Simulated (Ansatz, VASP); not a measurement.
## One calculation of HfO2, two programs

```
Hf O
1.0
     0.00000    2.51502    2.54892
     2.51502    0.00000    2.54892
     2.51502    2.51502    0.00000
Hf O
1 2
Direct
  0.00000 0.00000 0.00000
  0.25000 0.25000 0.25000
  0.75000 0.75000 0.75000
```

Change from the starting cell: normal strain along x -0.0133, normal strain along y -0.0133.

Alike in both runs: task single point; functional PBE; k mesh 8 × 8 × 8; occupations gaussian, width 0.05 eV; no spin polarisation.

|  | VASP | Ansatz |
| --- | --- | --- |
| version | VASP 6.6.1 | Ansatz 0.2.0 |
| potentials or method | VASP PAW PBE potentials, release 64 (Hf_pv, O), cutoff 520 eV | scalar-relativistic, plane waves, PAW |
| valence electrons in the cell | 22 | 38 |

Ansatz gave:

- gap on the k mesh at the Fermi level (eV): 3.76
- least direct gap on the mesh (eV): 3.76
- pressure (GPa): 7.0
- traceless stress, the component that is largest in VASP (GPa): -4.17

**Question.** What did VASP give for the same quantities?

**Answer.** gap on the k mesh at the Fermi level (eV): 3.77; least direct gap on the mesh (eV): 3.77; pressure (GPa): 3.1; traceless stress, the component that is largest in VASP (GPa): -4.24.

VASP's potentials hold 22 valence electrons a cell and Ansatz's 38, so a difference there can come from the potentials and not from the codes.

Neither program's run includes spin-orbit coupling.
